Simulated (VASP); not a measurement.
# Co3Si (P6_3/mmc) in VASP: single point with r2SCAN

Aim: the single point of Co3Si with r2SCAN.

Everything below comes from runs of VASP 6.6.1. Logs are shortened: lines on timing, memory, paths and dates and some standing lists are left out, and cuts for length are marked.

### Step 1. The cell of the first run

The structure is hexagonal, space group P6_3/mmc (No. 194). Conventional cell: a = 4.976 Å, b = 4.976 Å, c = 3.973 Å, α = 90.00°, β = 90.00°, γ = 120.00°. Co (site symmetry mm2) has 4 Si at 2.45 to 2.49 Å and 8 Co at 2.46 to 2.50 Å within 3.2 Å. Si (site symmetry -6m2) has 12 Co at 2.45 to 2.49 Å within 3.2 Å.

### Step 2. Single point, r2SCAN, collinear spin, ferromagnetic start

Contents of POSCAR:

```
Co3Si
1.0
    4.9764702420      0.0000000000      0.0000000000
   -2.4882351210      4.3097496507      0.0000000000
    0.0000000000      0.0000000000      3.9727940000
Co Si
6 2
Direct
    0.1674720000      0.3349440000      0.7500000000
    0.6650560000      0.8325280000      0.7500000000
    0.1674720000      0.8325280000      0.7500000000
    0.8325280000      0.6650560000      0.2500000000
    0.3349440000      0.1674720000      0.2500000000
    0.8325280000      0.1674720000      0.2500000000
    0.6666666700      0.3333333300      0.7500000000
    0.3333333300      0.6666666700      0.2500000000
```

Contents of INCAR.step1:

```
ALGO = Normal
EDIFF = 1E-4
ENCUT = 520
GGA = PE
ISMEAR = 0
ISPIN = 2
LASPH = T
LCHARG = F
LMAXMIX = 4
LREAL = F
LWAVE = T
MAGMOM = 3 3 3 3 3 3 0 0
NBANDS = 45
NELM = 150
PREC = Accurate
SIGMA = 0.1
```

Contents of INCAR.step2:

```
ALGO = Normal
EDIFF = 1E-6
ENCUT = 520
ISIF = 2
ISMEAR = 0
ISPIN = 2
ISTART = 1
LASPH = T
LCHARG = F
LMAXMIX = 4
LMIXTAU = T
LORBIT = 11
LREAL = F
LWAVE = F
MAGMOM = 3 3 3 3 3 3 0 0
METAGGA = R2SCAN
NBANDS = 45
NELM = 150
PREC = Accurate
SIGMA = 0.1
```

Contents of KPOINTS:

```
k-points
0
Gamma
  6 6 4
```

Potentials or basis: VASP PAW PBE potentials, release 64 (Co, Si).

The run is started by

```sh
$ cat potpaw_PBE.64/Co/POTCAR potpaw_PBE.64/Si/POTCAR > POTCAR
$ cp INCAR.step1 INCAR
$ mpirun -np 1 vasp_std > vasp.out
$ cp INCAR.step2 INCAR
$ mpirun -np 1 vasp_std > vasp.out
```

OUTCAR:

```text
EDIFF = 1E-6
   ENCUT = 520
   ISIF = 2
   ISMEAR = 0
   ISPIN = 2
   ISTART = 1
   LASPH = T
   LORBIT = 11
   LREAL = F
   METAGGA = R2SCAN
   NELM = 150
   PREC = Accurate

 ion  position               nearest neighbor table
   1  0.167  0.335  0.750-   8 2.45   8 2.45   6 2.46   6 2.46   5 2.46   5 2.46   2 2.48   3 2.48
                             7 2.49   7 2.49   3 2.50   2 2.50
   2  0.665  0.833  0.750-   8 2.45   8 2.45   6 2.46   6 2.46   4 2.46   4 2.46   1 2.48   3 2.48
                             7 2.49   7 2.49   1 2.50   3 2.50
   3  0.167  0.833  0.750-   8 2.45   8 2.45   5 2.46   5 2.46   4 2.46   4 2.46   1 2.48   2 2.48
                             7 2.49   7 2.49   1 2.50   2 2.50
   4  0.833  0.665  0.250-   7 2.45   7 2.45   3 2.46   3 2.46   2 2.46   2 2.46   5 2.48   6 2.48
                             8 2.49   8 2.49   6 2.50   5 2.50
   5  0.335  0.167  0.250-   7 2.45   7 2.45   3 2.46   3 2.46   1 2.46   1 2.46   4 2.48   6 2.48
                             8 2.49   8 2.49   4 2.50   6 2.50
   6  0.833  0.167  0.250-   7 2.45   7 2.45   2 2.46   2 2.46   1 2.46   1 2.46   4 2.48   5 2.48
                             8 2.49   8 2.49   4 2.50   5 2.50
   7  0.667  0.333  0.750-   6 2.45   6 2.45   4 2.45   4 2.45   5 2.45   5 2.45   2 2.49   1 2.49
                             3 2.49   3 2.49   2 2.49   1 2.49
   8  0.333  0.667  0.250-   3 2.45   3 2.45   1 2.45   1 2.45   2 2.45   2 2.45   5 2.49   4 2.49
                             6 2.49   6 2.49   5 2.49   4 2.49

  LATTYP: Found a hexagonal cell.
 ALAT       =     4.9764702420
 C/A-ratio  =     0.7983156347

  Lattice vectors:

 A1 = (   4.9764702420,   0.0000000000,   0.0000000000)
 A2 = (  -2.4882351210,   4.3097496507,   0.0000000000)
 A3 = (   0.0000000000,   0.0000000000,   3.9727940000)

Analysis of symmetry for initial positions (statically):
=====================================================================
 Subroutine PRICEL returns:
 Original cell was already a primitive cell.

 Routine SETGRP: Setting up the symmetry group for a
 hexagonal supercell.

 Subroutine GETGRP returns: Found 24 space group operations
 (whereof 12 operations were pure point group operations)
 out of a pool of 24 trial point group operations.

The static configuration has the point symmetry D_3d.
 The point group associated with its full space group is D_6h.

Analysis of symmetry for dynamics (positions and initial velocities):
=====================================================================
 Subroutine PRICEL returns:
 Original cell was already a primitive cell.

 Routine SETGRP: Setting up the symmetry group for a
 hexagonal supercell.

 Subroutine GETGRP returns: Found 24 space group operations
 (whereof 12 operations were pure point group operations)
 out of a pool of 24 trial point group operations.

The dynamic configuration has the point symmetry D_3d.
 The point group associated with its full space group is D_6h.

Analysis of structural, dynamic, and magnetic symmetry:
=====================================================================
 Subroutine PRICEL returns:
 Original cell was already a primitive cell.

 Routine SETGRP: Setting up the symmetry group for a
 hexagonal supercell.

 Subroutine GETGRP returns: Found 24 space group operations
 (whereof 12 operations were pure point group operations)
 out of a pool of 24 trial point group operations.

The overall configuration has the point symmetry D_3d.
 The point group associated with its full space group is D_6h.

 Subroutine INISYM returns: Found 24 space group operations
 (whereof 12 operations are pure point group operations),
 and found     1 'primitive' translations

----------------------------------------------------------------------------------------

                                     Primitive cell

  volume of cell :      85.2059

  direct lattice vectors                    reciprocal lattice vectors
     4.976470242  0.000000000  0.000000000     0.200945640  0.116016020  0.000000000
    -2.488235121  4.309749651  0.000000000     0.000000000  0.232032039  0.000000000
     0.000000000  0.000000000  3.972794000     0.000000000  0.000000000  0.251712019

  length of vectors
     4.976470242  4.976470242  3.972794000     0.232032039  0.232032039  0.251712019

[... 76 lines left out ...]
   NGX,Y,Z   is equivalent  to a cutoff of  13.36, 13.36, 12.55 a.u.
   NGXF,Y,Z  is equivalent  to a cutoff of  26.73, 26.73, 25.11 a.u.
 SYSTEM =  unknown system
   PREC   = accura    normal or accurate (medium, high low for compatibility)
   ISTART =      1    job   : 0-new  1-cont  2-samecut
   ICHARG =      0    charge: 1-file 2-atom 10-const
   ISPIN  =      2    spin polarized calculation?
   LNONCOLLINEAR =      F non collinear calculations
   LSORBIT =      F    spin-orbit coupling
   LASPH  =      T    aspherical Exc in radial PAW
   ENCUT  =  520.0 eV  38.22 Ry    6.18 a.u.   9.25  9.25  7.39*2*pi/ulx,y,z
   NELM   =    150;   NELMIN=  2; NELMDL=  0     # of ELM steps
   EDIFF  = 0.1E-05   stopping-criterion for ELM
   LREAL  =      F    real-space projection
   EDIFFG = 0.1E-04   stopping-criterion for IOM
   NSW    =      0    number of steps for IOM
   IBRION =     -1    ionic relax: 0-MD 1-quasi-New 2-CG
   NFREE  =      0    steps in history (QN), initial steepest desc. (CG)
   ISIF   =      2    stress and relaxation
   ISYM   =      2    0-nonsym 1-usesym 2-fastsym
   POTIM  = 0.5000    time-step for ionic-motion
   TEBEG  =    0.0;   TEEND  =   0.0 temperature during run
   PSTRESS=    0.0 pullay stress
   NELECT =      62.0000    total number of electrons
   NUPDOWN=      -1.0000    fix difference up-down
   EMIN   =  10.00;   EMAX   =-10.00  energy-range for DOS
   EFERMI =   0.00;   METHOD = LEGACY
   ISMEAR =     0;   SIGMA  =   0.10  broadening in eV -4-tet -1-fermi 0-gaus
   EFERMI_NEDOS =   21; number of points for ismear=-14 and -15
   IALGO  =     38    algorithm
   IMIX   =      4    mixing-type and parameters
     AMIX     =   0.40;   BMIX     =  1.00
     AMIX_MAG =   1.60;   BMIX_MAG =  1.00
  volume/ion in A,a.u.               =      10.65        71.87
  Fermi-wavevector in a.u.,A,eV,Ry     =   1.472478  2.782580 29.500046  2.168192
  Thomas-Fermi vector in A             =   2.587488
   LORBIT       =     11    0 simple, 1 ext, 2 COOP (PROOUT), +10 PAW based schemes
   METAGGA = R2SCAN    functional components
   LHFCALC =     F    Hartree Fock is set to
   AEXX    =    0.0000 exact exchange contribution
   IVDW    =     0    specifies the selected vdW correction
   LEPSILON=     F    determine dielectric tensor
   LRPA    =     F    only Hartree local field effects (RPA)
 spin polarized calculation
 Gauss-broadening in eV      SIGMA  =   0.10
  energy-cutoff  :      520.00
  volume of cell :       85.21
 maximum number of plane-waves:      2318
 NGX is ok and might be reduce to    40
   NGX = 19   NGY = 19   NGZ = 15

 number of electron      61.9999968 magnetization       7.7036625

 Free energy of the ion-electron system (eV)
  ---------------------------------------------------
  ext. energy  EPLUGINS =         0.00000000
  ---------------------------------------------------
  free energy    TOTEN  =       -98.13260374 eV

  energy without entropy =      -98.09878509  energy(sigma->0) =      -98.11569441

 E-fermi :  11.5780     XC(G=0): -14.4114

 val. band max:       11.5755313555   @ k =   0.1667  -0.0000   0.5000
 cond. band min:      11.5813137960   @ k =   0.3333   0.3333   0.2500
 fundamental gap:      0.0057824405
 Fermi energy:        11.5780447660

 spin component 1

 k-point     1 :       0.0000    0.0000    0.0000
  band No.  band energies     occupation
      1      -1.1105      1.00000
      2       2.7418      1.00000
      3       5.5741      1.00000
      4       6.1751      1.00000
      5       6.1752      1.00000
      6       6.2747      1.00000
[... 955 lines left out ...]
     42      16.9239      0.00000
     43      20.6912      0.00000
 Fermi energy:        11.5780447660

 spin component 2

 k-point     1 :       0.0000    0.0000    0.0000
  band No.  band energies     occupation
      1      -1.3817      1.00000
      2       2.7853      1.00000
      3       6.2442      1.00000
      4       6.2442      1.00000
      5       6.6366      1.00000
      6       6.6366      1.00000
[... 955 lines left out ...]
     42      17.4672      0.00000
     43      20.8750      0.00000
 [bands above 43 left out]

------------------------ aborting loop because EDIFF is reached ----------------------------------------

  FORCE on cell =-STRESS in cart. coord.  units (eV):
  Direction    XX          YY          ZZ          XY          YZ          ZX
  --------------------------------------------------------------------------------------
  -------------------------------------------------------------------------------------
  Total       -2.4621476     -2.4621476      1.6016325      0.0000000     -0.0000000      0.0000000
  in kB      -46.2972474    -46.2972474     30.1164616      0.0000000     -0.0000000      0.0000000
  external PRESSURE =     -20.8260110 kB  Pullay stress =       0.0000000 kB

 VOLUME and BASIS-vectors are now :
 -----------------------------------------------------------------------------
  energy-cutoff  :      520.00
  volume of cell :       85.21
      direct lattice vectors                 reciprocal lattice vectors
     4.976470242  0.000000000  0.000000000     0.200945640  0.116016020  0.000000000
    -2.488235121  4.309749651  0.000000000     0.000000000  0.232032039  0.000000000
     0.000000000  0.000000000  3.972794000     0.000000000  0.000000000  0.251712019

 POSITION                                       TOTAL-FORCE (eV/Angst)
 -----------------------------------------------------------------------------------
     -0.00000      1.44352      2.97960         0.000000      0.248523     -0.000000
      1.23811      3.58799      2.97960        -0.215227     -0.124261      0.000000
     -1.23811      3.58799      2.97960         0.215227     -0.124261     -0.000000
      2.48824      2.86622      0.99320         0.000000     -0.248523      0.000000
      1.25013      0.72176      0.99320         0.215227      0.124261      0.000000
      3.72634      0.72176      0.99320        -0.215227      0.124261      0.000000
      2.48824      1.43658      2.97960         0.000000     -0.000000      0.000000
     -0.00000      2.87317      0.99320         0.000000     -0.000000      0.000000
 -----------------------------------------------------------------------------------
    total drift:                                0.000001     -0.000000      0.000000

  FREE ENERGIE OF THE ION-ELECTRON SYSTEM (eV)
  ---------------------------------------------------
  free  energy   TOTEN  =       -98.1326037378 eV

  energy  without entropy=      -98.0987850895  energy(sigma->0) =      -98.11569441

 total charge

# of ion       s       p       d       tot
------------------------------------------
    1        0.488   0.609   7.360   8.456
    2        0.488   0.609   7.360   8.456
    3        0.488   0.609   7.360   8.456
    4        0.488   0.609   7.360   8.456
    5        0.488   0.609   7.360   8.456
    6        0.488   0.609   7.360   8.456
    7        0.703   0.900   0.000   1.604
    8        0.703   0.900   0.000   1.604
--------------------------------------------------
tot          4.332   5.452  44.160  53.945

 magnetization (x)

# of ion       s       p       d       tot
------------------------------------------
    1       -0.002  -0.023   1.392   1.366
    2       -0.002  -0.023   1.392   1.366
    3       -0.002  -0.023   1.392   1.366
    4       -0.002  -0.023   1.392   1.366
    5       -0.002  -0.023   1.392   1.366
    6       -0.002  -0.023   1.392   1.366
    7       -0.004  -0.053   0.000  -0.056
    8       -0.004  -0.053   0.000  -0.056
--------------------------------------------------
tot         -0.020  -0.244   8.350   8.086
```

Run time: 11 min. Hardware: 1 thread of Intel Xeon Platinum 8488C (Sapphire Rapids), shared host; peak memory 0.33 GiB.

Results:

- Free energy: -98.1326 eV
- Pressure: -2.1 GPa
- Largest force: 0.249 eV/Å
- Net moment: 7.70 μB per cell
- Site moments: Co +1.37; Si -0.06 μB
- Valence electrons inside the program's atomic spheres: Co 8.46; Si 1.60

Forces in eV/Å, atoms in the order of the input:
```
Co   0.000  0.249  0.000
Co  -0.215 -0.124  0.000
Co   0.215 -0.124  0.000
Co   0.000 -0.249  0.000
Co   0.215  0.124  0.000
Co  -0.215  0.124  0.000
Si   0.000  0.000  0.000
Si   0.000  0.000  0.000
```

Levels at points of the mesh, in eV from the Fermi level:
Spin up:
| k point | band 32 | band 33 | band 34 | band 35 | band 36 | band 37 | band 38 | band 39 |
| --- | --- | --- | --- | --- | --- | --- | --- | --- |
| (0.00, 0.00, 0.00) | -1.00 | -0.83 | -0.21 | -0.21 | -0.14 | 0.97 | 0.97 | 2.94 |
| (0.50, 0.00, 0.00) | -1.14 | -1.02 | -0.09 | 1.36 | 1.61 | 2.62 | 3.04 | 3.40 |
| (0.00, 0.00, 0.50) | -0.90 | -0.77 | -0.77 | -0.77 | -0.77 | -0.72 | -0.72 | 3.28 |
| (0.50, 0.00, 0.50) | -1.40 | -1.20 | -1.20 | -0.18 | -0.18 | 0.38 | 0.38 | 6.28 |
Spin down:
```csv
k point,band 24,band 25,band 26,band 27,band 28,band 29,band 30,band 31
"(0.00, 0.00, 0.00)",-0.36,-0.36,-0.24,0.31,0.31,0.39,0.39,0.90
"(0.50, 0.00, 0.00)",-0.67,-0.29,-0.20,-0.09,-0.07,0.13,0.13,0.34
"(0.00, 0.00, 0.50)",-0.70,-0.21,-0.21,-0.04,-0.04,0.36,0.36,0.36
"(0.50, 0.00, 0.50)",-0.50,-0.43,-0.43,-0.27,-0.27,0.33,0.33,0.56
```

Caveat: the k points lie up to 0.40 Å⁻¹ apart; the PAW data sets were made with another functional, which shifts forces and pressure a little.
